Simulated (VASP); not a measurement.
# Cu5Ag3I8 (P1) in VASP: single point with PBEsol

Aim: the single point of Cu5Ag3I8 with PBEsol.

Program: VASP 6.6.1. These are calculated values, not measurements. Logs are shortened: lines on timing, memory, paths and dates and some standing lists are left out, and cuts for length are marked.

## Step 1: The cell of the first run

The typed cell holds 64 atoms: a = 12.249 Å, b = 12.249 Å, c = 12.249 Å, α = 90.00°, β = 90.00°, γ = 90.00°.

## Step 2: Single point, PBEsol

INCAR reads:

```
SYSTEM = Cu5Ag3I8
PREC = Accurate
ENCUT = 520
EDIFF = 1E-6
ISMEAR = -1
SIGMA = 0.05
LREAL = Auto
LASPH = .TRUE.
NELM = 120
ALGO = Normal
ISIF = 2
LWAVE = .FALSE.
LCHARG = .FALSE.
GGA = PS
NBANDS = 326
ISYM = -1
GGA_COMPAT = .FALSE.
```

KPOINTS reads:

```
explicit points
1
Reciprocal
  0.25000000   0.25000000   0.25000000 1
```

POSCAR reads:

```
Cu5Ag3I8
1.0
   12.2486890355      0.0000000000      0.0000000000
    0.0000000000     12.2486890355      0.0000000000
    0.0000000000      0.0000000000     12.2486890355
Cu Ag I
20 12 32
Direct
    0.0069420000      0.9908990000      0.9971740000
    0.0051910000      0.9894420000      0.5033400000
    0.0028600000      0.5106450000      0.4999040000
    0.4937580000      0.4999250000      0.4984340000
    0.2503910000      0.2401790000      0.9938620000
    0.2517620000      0.2497060000      0.5036960000
    0.2464140000      0.7565340000      0.9994770000
    0.2433410000      0.7496520000      0.4997740000
    0.7564900000      0.7530980000      0.0053100000
    0.7569220000      0.7479910000      0.4982590000
    0.2478000000      0.9959610000      0.2509730000
    0.2446610000      0.9969110000      0.7480280000
    0.2507230000      0.5006710000      0.7427780000
    0.7570310000      0.9922820000      0.7483420000
    0.7466130000      0.5099280000      0.2578990000
    0.0010620000      0.7519000000      0.2555310000
    0.0043940000      0.7543030000      0.7458590000
    0.4911260000      0.2534140000      0.2551760000
    0.4906000000      0.2482670000      0.7434870000
    0.4985920000      0.7493930000      0.2527160000
    0.0035830000      0.5015190000      0.0004540000
    0.4941990000      0.9996050000      0.9988730000
    0.4970530000      0.0035660000      0.4995300000
    0.4989780000      0.5068480000      0.0071610000
    0.7514840000      0.2472190000      0.9986620000
    0.7420910000      0.2552150000      0.4976480000
    0.2544670000      0.5009750000      0.2520910000
    0.7550190000      0.9953020000      0.2504450000
    0.7484330000      0.5047450000      0.7533260000
    0.0100530000      0.2476320000      0.2484470000
    0.0051580000      0.2448590000      0.7480840000
    0.5017290000      0.7492040000      0.7507840000
    0.1325800000      0.1122410000      0.1139140000
    0.1328600000      0.1140330000      0.6143650000
    0.1268790000      0.6407120000      0.1285410000
    0.1248510000      0.6268070000      0.6252690000
    0.6145020000      0.1303730000      0.1376740000
    0.6264590000      0.1217470000      0.6413970000
    0.6326710000      0.6368630000      0.1322670000
    0.6241990000      0.6243370000      0.6067760000
    0.3690830000      0.3579220000      0.1208590000
    0.3740530000      0.3760720000      0.6212640000
    0.3681510000      0.8658080000      0.1332220000
    0.3588040000      0.8724470000      0.6239980000
    0.8663440000      0.3842370000      0.1365230000
    0.8839380000      0.3843570000      0.6180610000
    0.8879580000      0.8683130000      0.1203840000
    0.8769150000      0.8707520000      0.6218820000
    0.3626850000      0.1304010000      0.3678680000
    0.3655340000      0.1252010000      0.8607310000
    0.3785870000      0.6347710000      0.3840270000
    0.3572590000      0.6259170000      0.8752480000
    0.8852210000      0.1164030000      0.3867880000
    0.8791790000      0.1064760000      0.8757630000
    0.8790070000      0.6271410000      0.3747690000
    0.8784010000      0.6419660000      0.8733490000
    0.1265060000      0.3777570000      0.3925720000
    0.1403600000      0.3742940000      0.8736620000
    0.1251020000      0.8728130000      0.3744240000
    0.1268360000      0.8734620000      0.8704010000
    0.6115690000      0.3849170000      0.3657220000
    0.6117300000      0.3671070000      0.8663820000
    0.6252250000      0.8612310000      0.3776180000
    0.6398010000      0.8733070000      0.8777630000
```

Potentials or basis: VASP PAW PBE potentials, release 64 (Cu, Ag, I).

On the command line:

```sh
$ cat potpaw_PBE.64/Cu/POTCAR potpaw_PBE.64/Ag/POTCAR potpaw_PBE.64/I/POTCAR > POTCAR
$ mpirun -np 1 vasp_std > vasp.out
```

OUTCAR:

```text
SYSTEM = Cu5Ag3I8
   PREC = Accurate
   ENCUT = 520
   EDIFF = 1E-6
   ISMEAR = -1
   LREAL = Auto
   LASPH = .TRUE.
   NELM = 120
   ISIF = 2
   GGA = PS
   ISYM = -1

 ion  position               nearest neighbor table
   1  0.007  0.991  0.997-  33 2.57  60 2.58  47 2.58  54 2.58
   2  0.005  0.989  0.503-  53 2.57  34 2.57  48 2.59  59 2.59
   3  0.003  0.511  0.500-  46 2.57  36 2.57  57 2.58  55 2.59
   4  0.494  0.500  0.498-  40 2.58  51 2.58  61 2.59  42 2.59
   5  0.250  0.240  0.994-  41 2.57  50 2.58  58 2.59  33 2.59
   6  0.252  0.250  0.504-  57 2.58  42 2.59  34 2.59  49 2.60
[... 56 lines left out ...]
  63  0.625  0.861  0.378-  20 2.57  10 2.59  28 2.77  23 2.78
  64  0.640  0.873  0.878-   9 2.58  14 2.59  32 2.75  22 2.79

IMPORTANT INFORMATION: All symmetrisations will be switched off!
NOSYMM: (Re-)initialisation of all symmetry stuff for point group C_1.

----------------------------------------------------------------------------------------

                                     Primitive cell

  volume of cell :    1837.6755

  direct lattice vectors                    reciprocal lattice vectors
    12.248689035  0.000000000  0.000000000     0.081641390  0.000000000  0.000000000
     0.000000000 12.248689035  0.000000000     0.000000000  0.081641390  0.000000000
     0.000000000  0.000000000 12.248689035     0.000000000  0.000000000  0.081641390

  length of vectors
    12.248689035 12.248689035 12.248689035     0.081641390  0.081641390  0.081641390

  position of ions in fractional coordinates (direct lattice)
     0.006942000  0.990899000  0.997174000
     0.005191000  0.989442000  0.503340000
     0.002860000  0.510645000  0.499904000
     0.493758000  0.499925000  0.498434000
     0.250391000  0.240179000  0.993862000
     0.251762000  0.249706000  0.503696000
[... 56 lines left out ...]
     0.625225000  0.861231000  0.377618000
     0.639801000  0.873307000  0.877763000

  ion indices of the primitive-cell ions
   primitive index   ion index
                 1           1
                 2           2
                 3           3
                 4           4
                 5           5
                 6           6
[... 56 lines left out ...]
                63          63
                64          64

----------------------------------------------------------------------------------------

 KPOINTS: explicit points

Read explicit list of k-points.

 Found      1 k-points:

 Following reciprocal coordinates:
            Coordinates               Weight
  0.250000  0.250000  0.250000      1.000000
   k-points           NKPTS =      1   k-points in BZ     NKDIM =      1   number of bands    NBANDS=    326
   number of dos      NEDOS =    301   number of ions     NIONS =     64
   total plane-waves  NPLWV = 884736
   dimension x,y,z NGX =    96 NGY =   96 NGZ =   96
   dimension x,y,z NGXF=   192 NGYF=  192 NGZF=  192
   ions per type =              20  12  32
   NGX,Y,Z   is equivalent  to a cutoff of  13.03, 13.03, 13.03 a.u.
   NGXF,Y,Z  is equivalent  to a cutoff of  26.06, 26.06, 26.06 a.u.
 SYSTEM =  Cu5Ag3I8
   PREC   = accura    normal or accurate (medium, high low for compatibility)
   ISTART =      0    job   : 0-new  1-cont  2-samecut
   ICHARG =      2    charge: 1-file 2-atom 10-const
   ISPIN  =      1    spin polarized calculation?
   LNONCOLLINEAR =      F non collinear calculations
   LSORBIT =      F    spin-orbit coupling
   LASPH  =      T    aspherical Exc in radial PAW
   ENCUT  =  520.0 eV  38.22 Ry    6.18 a.u.  22.77 22.77 22.77*2*pi/ulx,y,z
   NELM   =    120;   NELMIN=  2; NELMDL= -5     # of ELM steps
   EDIFF  = 0.1E-05   stopping-criterion for ELM
   LREAL  =      T    real-space projection
   EDIFFG = 0.1E-04   stopping-criterion for IOM
   NSW    =      0    number of steps for IOM
   IBRION =     -1    ionic relax: 0-MD 1-quasi-New 2-CG
   NFREE  =      0    steps in history (QN), initial steepest desc. (CG)
   ISIF   =      2    stress and relaxation
   ISYM   =     -1    0-nonsym 1-usesym 2-fastsym
   POTIM  = 0.5000    time-step for ionic-motion
   TEBEG  =    0.0;   TEEND  =   0.0 temperature during run
   PSTRESS=    0.0 pullay stress
   NELECT =     576.0000    total number of electrons
   NUPDOWN=      -1.0000    fix difference up-down
   EMIN   =  10.00;   EMAX   =-10.00  energy-range for DOS
   EFERMI =   0.00;   METHOD = LEGACY
   ISMEAR =    -1;   SIGMA  =   0.05  broadening in eV -4-tet -1-fermi 0-gaus
   EFERMI_NEDOS =   21; number of points for ismear=-14 and -15
   IALGO  =     38    algorithm
   IMIX   =      4    mixing-type and parameters
     AMIX     =   0.40;   BMIX     =  1.00
     AMIX_MAG =   1.60;   BMIX_MAG =  1.00
  volume/ion in A,a.u.               =      28.71       193.77
  Fermi-wavevector in a.u.,A,eV,Ry     =   1.112054  2.101478 16.825850  1.236665
  Thomas-Fermi vector in A             =   2.248624
   LORBIT       =      0    0 simple, 1 ext, 2 COOP (PROOUT), +10 PAW based schemes
   GGA     = PS    functional components
   LHFCALC =     F    Hartree Fock is set to
   AEXX    =    0.0000 exact exchange contribution
   IVDW    =     0    specifies the selected vdW correction
   LEPSILON=     F    determine dielectric tensor
   LRPA    =     F    only Hartree local field effects (RPA)
 non-spin polarized calculation
  energy-cutoff  :      520.00
  volume of cell :     1837.68
 maximum number of plane-waves:     49472
 NGX is ok and might be reduce to    96
   NGX = 45   NGY = 45   NGZ = 45

 number of electron     575.9999985 magnetization

 Free energy of the ion-electron system (eV)
  ---------------------------------------------------
  ext. energy  EPLUGINS =         0.00000000
  ---------------------------------------------------
  free energy    TOTEN  =      -191.30261453 eV

  energy without entropy =     -191.30261448  energy(sigma->0) =     -191.30261450

 E-fermi :   5.2388     XC(G=0):  -9.1837

 val. band max:        4.2939107515   @ k =   0.2500   0.2500   0.2500
 cond. band min:       6.1513235052   @ k =   0.2500   0.2500   0.2500
 fundamental gap:      1.8574127537
 Fermi energy:         5.2387943941

 k-point     1 :       0.2500    0.2500    0.2500
  band No.  band energies     occupation
      1      -9.4761      2.00000
      2      -9.3538      2.00000
      3      -9.3141      2.00000
      4      -9.2473      2.00000
      5      -9.2155      2.00000
      6      -9.1482      2.00000
[... 292 lines left out ...]
    299       7.3420      0.00000
    300       7.3781      0.00000
 [bands above 300 left out]

------------------------ aborting loop because EDIFF is reached ----------------------------------------

  FORCE on cell =-STRESS in cart. coord.  units (eV):
  Direction    XX          YY          ZZ          XY          YZ          ZX
  --------------------------------------------------------------------------------------
  -------------------------------------------------------------------------------------
  Total        0.2610544      0.4093996      0.1066123     -1.4009960     -0.6801795     -0.7882836
  in kB        0.2276003      0.3569351      0.0929500     -1.2214583     -0.5930145     -0.6872650
  external PRESSURE =       0.2258284 kB  Pullay stress =       0.0000000 kB

 VOLUME and BASIS-vectors are now :
 -----------------------------------------------------------------------------
  energy-cutoff  :      520.00
  volume of cell :     1837.68
      direct lattice vectors                 reciprocal lattice vectors
    12.248689035  0.000000000  0.000000000     0.081641390  0.000000000  0.000000000
     0.000000000 12.248689035  0.000000000     0.000000000  0.081641390  0.000000000
     0.000000000  0.000000000 12.248689035     0.000000000  0.000000000  0.081641390

 POSITION                                       TOTAL-FORCE (eV/Angst)
 -----------------------------------------------------------------------------------
      0.08503     12.13721     12.21407         0.003509     -0.010493      0.000273
      0.06358     12.11937      6.16526         0.008170     -0.007648     -0.008034
      0.03503      6.25473      6.12317         0.006007      0.003327     -0.002246
      6.04789      6.12343      6.10516         0.003245      0.002136     -0.007857
      3.06696      2.94188     12.17351         0.008572     -0.005536      0.000734
      3.08375      3.05857      6.16962         0.005923     -0.005429      0.002784
[... 56 lines left out ...]
      7.65819     10.54895      4.62533         0.000474      0.015133      0.004915
      7.83672     10.69687     10.75145        -0.024111      0.009560     -0.000151
 -----------------------------------------------------------------------------------
    total drift:                               -0.004699      0.003796      0.005011

  FREE ENERGIE OF THE ION-ELECTRON SYSTEM (eV)
  ---------------------------------------------------
  free  energy   TOTEN  =      -191.3026145274 eV

  energy  without entropy=     -191.3026144810  energy(sigma->0) =     -191.30261450
```

Run time: 35 min. Hardware: 1 thread of Intel Xeon Platinum 8488C (Sapphire Rapids), shared host; peak memory 1.7 GiB.

Results:

```yaml
Free_energy: -191.3026 eV
Pressure: 0.0 GPa
Largest_force: 0.040 eV/Å
Band_gap_on_the_k_mesh: 1.86 eV
```

Forces on the atoms (eV/Å):
```
Cu   0.004 -0.010  0.000
Cu   0.008 -0.008 -0.008
Cu   0.006  0.003 -0.002
Cu   0.003  0.002 -0.008
Cu   0.009 -0.006  0.001
Cu   0.006 -0.005  0.003
Cu   0.004  0.000 -0.006
Cu  -0.004 -0.006 -0.014
Cu   0.000 -0.010  0.002
Cu   0.005  0.002 -0.007
Cu  -0.003 -0.006 -0.005
Cu  -0.004 -0.001 -0.009
Cu  -0.006 -0.001 -0.009
Cu   0.003 -0.010 -0.012
Cu   0.004 -0.001  0.007
Cu  -0.001  0.000 -0.008
Cu   0.010  0.002 -0.006
Cu   0.005 -0.020 -0.007
Cu  -0.009 -0.004 -0.002
Cu  -0.003 -0.002  0.001
Ag   0.009  0.006 -0.005
Ag  -0.003 -0.008 -0.012
Ag  -0.003 -0.005 -0.003
Ag  -0.005 -0.009  0.001
Ag   0.004 -0.008 -0.006
Ag  -0.002 -0.002  0.003
Ag   0.004 -0.008 -0.008
Ag  -0.003  0.000 -0.011
Ag  -0.003  0.004  0.000
Ag   0.011 -0.001  0.002
Ag  -0.001 -0.007  0.003
Ag  -0.001 -0.001 -0.005
I   -0.008  0.010  0.013
I    0.000  0.011  0.013
I   -0.013 -0.018  0.000
I   -0.003 -0.007  0.011
I    0.011 -0.001  0.013
I    0.001  0.000 -0.015
I    0.003  0.002 -0.015
I   -0.003 -0.008  0.026
I   -0.005  0.039 -0.007
I   -0.001 -0.009  0.008
I    0.004  0.006 -0.002
I    0.024  0.008  0.009
I    0.003 -0.009 -0.003
I   -0.004 -0.011  0.005
I   -0.009  0.013  0.012
I   -0.019  0.006  0.010
I    0.017  0.004  0.011
I    0.015 -0.003  0.010
I   -0.005 -0.010 -0.006
I    0.016  0.011  0.007
I   -0.011  0.015 -0.001
I   -0.002  0.035  0.000
I   -0.010 -0.007 -0.001
I   -0.012 -0.023  0.013
I   -0.010  0.004 -0.021
I   -0.018  0.010 -0.001
I    0.002  0.011  0.009
I   -0.007 -0.002  0.005
I    0.010  0.004  0.015
I    0.016  0.015  0.003
I    0.000  0.015  0.005
I   -0.024  0.010  0.000
```

Levels at points of the mesh, in eV from the valence-band top:
| k point | band 285 | band 286 | band 287 | band 288 | band 289 | band 290 | band 291 | band 292 |
| --- | --- | --- | --- | --- | --- | --- | --- | --- |
| (0.25, 0.25, 0.25) | -0.30 | -0.29 | -0.01 | 0.00 | 1.86 | 2.38 | 2.70 | 2.76 |

Caveat: the PAW data sets were made with another functional, which shifts forces and pressure a little; spin-orbit coupling is left out, which moves the levels of the heavy elements; a shifted mesh leaves out Γ, where band edges can lie.
